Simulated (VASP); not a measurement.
A run of VASP 6.6.1 is set up as follows.

File INCAR:

```
SYSTEM = BaTiO3
PREC = Accurate
ENCUT = 910
EDIFF = 1E-6
ISMEAR = 0
SIGMA = 0.05
LREAL = .FALSE.
LASPH = .TRUE.
NELM = 200
ALGO = Normal
ISIF = 2
LWAVE = .FALSE.
LCHARG = .FALSE.
LMAXMIX = 4
LDAU = .TRUE.
LDAUTYPE = 2
LDAUL = -1 2 -1
LDAUU = 0 4 0
LDAUJ = 0 0 0
LDAUPRINT = 1
GGA = PE
NBANDS = 28
GGA_COMPAT = .FALSE.
```

KPOINTS

```
regular mesh
0
G
  6 6 6
  0 0 0
```

File POSCAR:

```
BaTiO3
1.0
    4.2086303835      0.0000000000      0.0000000000
    0.0000000000      3.0169455574      2.8859184405
    0.0000000000     -3.0169455574      2.8859184405
Ba Ti O
1 1 3
Direct
    0.0000000000      0.0080771898      0.0080771898
    0.5000000000      0.5197092923      0.5197092923
    0.0000000000      0.4916268263      0.4916268263
    0.5000000000      0.4938075436      0.9829991481
    0.5000000000      0.9829991481      0.4938075436
```

Potentials or basis: VASP PAW PBE potentials, release 64 (Ba_sv, Ti_sv, O_h).

Run with:

```console
$ cat potpaw_PBE.64/Ba_sv/POTCAR potpaw_PBE.64/Ti_sv/POTCAR potpaw_PBE.64/O_h/POTCAR > POTCAR
$ mpirun -np 1 vasp_std > vasp.out
```

Problem. What does it give for the band gap on the k mesh?

Solution. 2.18 eV (least direct gap 2.60 eV).

Problem. Estimate the pressure.

Solution. -10.1 GPa.

Problem. Predict the largest force.

Solution. 0.258 eV/Å.

Forces on the atoms (eV/Å):
```
Ba   0.000  0.000 -0.002
Ti   0.000  0.000  0.081
O    0.000  0.000  0.136
O    0.000  0.234 -0.108
O    0.000 -0.234 -0.108
```

Caveat: the cell differs from its parent crystal (strain +0.050 along x and y, +0.000 along z); the cutoff is under 1.25 times the usual one of these potentials, so pressure, stress and relaxed cells hold a basis-set (Pulay) error; the cell stands under tension; spin-orbit coupling is left out, which moves the levels of the heavy elements. A k mesh can miss the band edges.
